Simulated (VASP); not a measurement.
RbZn5O2: single point with PBE

RbZn5O2:

```
O Rb Zn
1.0
     5.84975   -0.25829    0.05793
     0.29858    6.30670    0.45413
    -0.95039    0.71231    7.97690
O Rb Zn
4 2 10
Direct
  0.33772 0.33897 0.80023
  0.49916 0.70997 0.27189
  0.79889 0.94861 0.14632
  0.09632 0.80335 0.75366
  0.56028 0.74293 0.89383
  0.77746 0.00214 0.48586
  0.96649 0.48732 0.14710
  0.12929 0.07460 0.91051
  0.17042 0.89234 0.22018
  0.63116 0.41612 0.63679
  0.99861 0.46926 0.83457
  0.65924 0.22225 0.95831
  0.23198 0.22321 0.37056
  0.55894 0.38605 0.21418
  0.33265 0.71577 0.51851
  0.97093 0.49936 0.46417
```

```
Program             : VASP 6.6.1
Task                : single point
Functional          : PBE
Potentials or basis : VASP PAW PBE potentials, release 64 (O, Rb_sv, Zn)
Cutoff              : 520 eV
k mesh              : 3 × 3 × 3, shifted
Occupations         : fermi-dirac, width 0.1 eV
Spin                : no spin polarisation
```

The pressure is -1.8 GPa. The largest force is 1.890 eV/Å. The band gap on the k mesh is zero (bands 81 and 82 overlap by 0.13 eV).

Forces in eV/Å, atoms in the order of the input:
```
O    0.308 -0.968  0.509
O   -1.404 -0.440  0.054
O    1.529  0.617 -0.923
O   -0.252 -0.037  0.761
Rb  -0.365  0.671  0.307
Rb   0.080 -0.836 -0.033
Zn   0.218 -0.091 -0.055
Zn   0.052 -0.693 -0.981
Zn  -0.217 -0.468 -0.428
Zn  -0.820  0.073 -0.032
Zn   1.406  1.078 -0.510
Zn   0.219 -0.242  1.032
Zn   0.447  0.048  0.115
Zn  -0.528  1.322  0.511
Zn  -0.455 -0.228 -0.468
Zn  -0.219  0.194  0.140
```

Stress tensor (GPa, compression positive):
```
-3.10  0.29 -0.51
 0.29 -1.37 -0.75
-0.51 -0.75 -0.79
```

Levels at points of the mesh, in eV from the Fermi level:
| k point | band 77 | band 78 | band 79 | band 80 | band 81 | band 82 | band 83 | band 84 | band 85 | band 86 |
| --- | --- | --- | --- | --- | --- | --- | --- | --- | --- | --- |
| (0.50, 0.00, 0.00) | -1.74 | -1.41 | -1.12 | -0.27 | -0.09 | 0.05 | 0.63 | 0.86 | 1.47 | 1.99 |

Run time: 16 min on 1 thread of Intel(R) Xeon(R) Platinum 8259CL CPU @ 2.50GHz (Skylake/Cascade Lake) (shared host), peak memory 0.51 GiB.

Caveat: the k points lie up to 0.36 Å⁻¹ apart.
